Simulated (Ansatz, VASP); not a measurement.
## Two plane-wave programs on Sc5AlN6

```
Sc Al N
1.0
     3.14714    0.00000    0.00000
    -1.57357    2.72550    0.00000
     0.00000    0.00000   15.36141
Sc Al N
5 1 6
Direct
  0.33333 0.66667 0.82948
  0.66667 0.33333 0.65874
  0.33333 0.66667 0.34126
  0.66667 0.33333 0.17052
  0.00000 0.00000 0.00000
  0.00000 0.00000 0.50000
  0.00000 0.00000 0.74417
  0.33333 0.66667 0.57369
  0.66667 0.33333 0.42631
  0.00000 0.00000 0.25583
  0.33333 0.66667 0.08527
  0.66667 0.33333 0.91473
```

Alike in both runs: functional PBE; k mesh 12 × 12 × 4; occupations gaussian, width 0.01 eV; no spin polarisation.

Ansatz relaxed the structure, and its values are those at the end. VASP's run is a single point on that final structure, the one shown.

|  | VASP | Ansatz |
| --- | --- | --- |
| version | VASP 6.6.1 | Ansatz 0.2.0 |
| potentials or method | VASP PAW PBE potentials, release 64 (Sc_sv, Al, N), cutoff 520 eV | scalar-relativistic, plane waves, PAW |
| valence electrons in the cell | 88 | 88 |

|  | VASP | Ansatz | Ansatz less VASP |
| --- | --- | --- | --- |
| gap on the k mesh at the Fermi level (eV) | 0.12 | 0.14 | +0.024 |
| least direct gap on the mesh (eV) | 1.19 | 1.21 | +0.019 |
| pressure (GPa) | 0.8 | 0.0 | -0.83 |
| rms of the force components (eV/Å) | 0.014 | 0.000 | -0.0144 |
